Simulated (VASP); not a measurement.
Wanted: the native input for a VASP 6.6.1 run.

| Item | Value |
| --- | --- |
| Task | single point |
| Functional | PBEsol |
| Potentials or basis | VASP PAW PBE potentials, release 64 (Co) |
| Cutoff | 520 eV |
| k mesh | 15 × 15 × 8 |
| Occupations | fermi-dirac, width 0.15 eV |
| Spin | collinear spin, ferromagnetic start |
| Starting moments | [2.5, 2.5] μB |
| Dipole correction | no |
| Further INCAR settings | ALGO = Normal; EDIFF = 1e-06; NBANDS = 20 |

The structure of Co lies in POSCAR:

```
Co
1.0
    2.4561953092     -0.0000002851      0.0000000000
   -1.2280974077      2.1271276769      0.0000000000
    0.0000000000      0.0000000000      3.9736785778
Co
2
Direct
    0.6666666667      0.3333333333      0.2500001359
    0.3333333333      0.6666666667      0.7499998641
```

These files were run (other wordings do the same):

INCAR

```
SYSTEM = Co
ALGO = Normal
EDIFF = 1E-6
ENCUT = 520
GGA = PS
ISIF = 2
ISMEAR = -1
ISPIN = 2
LASPH = .True.
LCHARG = .False.
LMAXMIX = 4
LORBIT = 11
LREAL = .False.
LWAVE = .False.
MAGMOM = 2.5 2.5
NBANDS = 20
NELM = 150
PREC = Accurate
SIGMA = 0.15
```

KPOINTS

```
k-points
0
Gamma
  15 15 8
  0 0 0
```

Potentials or basis: VASP PAW PBE potentials, release 64 (Co).

Run with:

```bash
$ cat potpaw_PBE.64/Co/POTCAR > POTCAR
$ mpirun -np 1 vasp_std > vasp.out
```

It gave:

* Pressure: -1.0 GPa
* Net moment: 3.08 μB per cell
* Site moments: Co +1.54 μB
* Valence electrons inside the program's atomic spheres: Co 8.36

Caveat: the PAW data sets were made with another functional, which shifts forces and pressure a little.

Wall time 40 s on 1 thread of Intel(R) Xeon(R) 6975P-C (Granite Rapids), on a shared host, peak memory 0.19 GiB.
